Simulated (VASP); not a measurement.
A run of VASP 6.6.1 is set up as follows.

POSCAR

```
Hg
1.0
    3.0870496908      0.0000000000      0.0000000000
    0.0000000000      3.0870496908      0.0000000000
    0.0000000000      0.0000000000      3.0870496908
Hg
1
Direct
    0.0000000000      0.0000000000      0.0000000000
```

Contents of INCAR.step1:

```
PREC     = Accurate       # precision mode
ENCUT    = 520            # plane-wave cutoff, eV
ISMEAR   = -1             # smearing method
SIGMA    = 0.1            # smearing width, eV
LREAL    = F              # projectors in reciprocal space
LASPH    = T              # aspherical terms in the spheres
NELM     = 60             # most SCF steps
NBANDS   = 12             # bands
GGA      = PE             # functional
ALGO     = Normal         # electronic algorithm
EDIFF    = 1E-4           # SCF threshold, eV
LWAVE    = T              # write WAVECAR
LCHARG   = F              # write CHGCAR
```

INCAR.step2

```
PREC     = Accurate       # precision mode
ENCUT    = 520            # plane-wave cutoff, eV
EDIFF    = 1E-6           # SCF threshold, eV
ISMEAR   = -1             # smearing method
SIGMA    = 0.1            # smearing width, eV
LREAL    = F              # projectors in reciprocal space
LASPH    = T              # aspherical terms in the spheres
NELM     = 60             # most SCF steps
ALGO     = Normal         # electronic algorithm
ISIF     = 2              # what is computed and relaxed
LWAVE    = F              # write WAVECAR
LCHARG   = T              # write CHGCAR
METAGGA  = R2SCAN         # meta-GGA
LMIXTAU  = T            
LELF     = T              # ELF
LVHAR    = T            
NBANDS   = 12             # bands
ISTART   = 1
```

The input KPOINTS:

```
Automatic mesh
0
Gamma
  12 12 12
```

Potentials or basis: VASP PAW PBE potentials, release 64 (Hg).

Command:

```console
$ cat potpaw_PBE.64/Hg/POTCAR > POTCAR
$ cp INCAR.step1 INCAR
$ mpirun -np 1 vasp_std > vasp.out
$ cp INCAR.step2 INCAR
$ mpirun -np 1 vasp_std > vasp.out
```

Task: Estimate the pressure.

Result: -1.2 GPa.

Task: What does it give for the band gap on the k mesh?

Result: Zero (bands 6 and 7 overlap by 5.20 eV).

Caveat: the PAW data sets were made with another functional, which shifts forces and pressure a little; spin-orbit coupling is left out, which moves the levels of the heavy elements.
